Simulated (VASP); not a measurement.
A run of VASP 6.6.1 is set up as follows.

The input INCAR:

```
  PREC = Accurate
  ENCUT = 500
  EDIFF = 1E-8
  ISMEAR = 0
  SIGMA = 0.01
  LREAL = False
  LASPH = True
  NELM = 120
  ALGO = Normal
  ISIF = 3
  LWAVE = False
  LCHARG = True
  GGA = PE
  NBANDS = 22
  IBRION = 6
  NFREE = 2
  POTIM = 0.015
  NSW = 1
  GGA_COMPAT = False
```

The input KPOINTS:

```
regular mesh
0
Gamma
  6 6 4
```

POSCAR

```
Cl
1.0
    3.1450000000     -2.2500000000      0.0000000000
    3.1450000000      2.2500000000      0.0000000000
    0.0000000000      0.0000000000      8.2100000000
Cl
4
Direct
    0.8700000000      0.1300000000      0.1000000000
    0.6300000000      0.3700000000      0.6000000000
    0.3700000000      0.6300000000      0.4000000000
    0.1300000000      0.8700000000      0.9000000000
```

Potentials or basis: VASP PAW PBE potentials, release 64 (Cl).

Command:

```sh
$ cat potpaw_PBE.64/Cl/POTCAR > POTCAR
$ mpirun -np 1 vasp_std > vasp.out
```

Q: Estimate the Voigt bulk modulus.

A: 6 GPa.

Q: Estimate the highest phonon frequency at Γ.

A: 487 cm⁻¹.

Q: Estimate the most unstable mode.

A: 24i cm⁻¹.

Clamped-ion elastic tensor (GPa):
```
12  4  2  0  0  0
 4 32 47  0  0  0
 2 47 98  0  0  0
 0  0  0 48  0  0
 0  0  0  0  5  0
 0  0  0  0  0  4
```

Caveat: some modes are imaginary; this functional lacks dispersion, which holds the molecules together, so the pressure and a relaxed volume are unreliable.
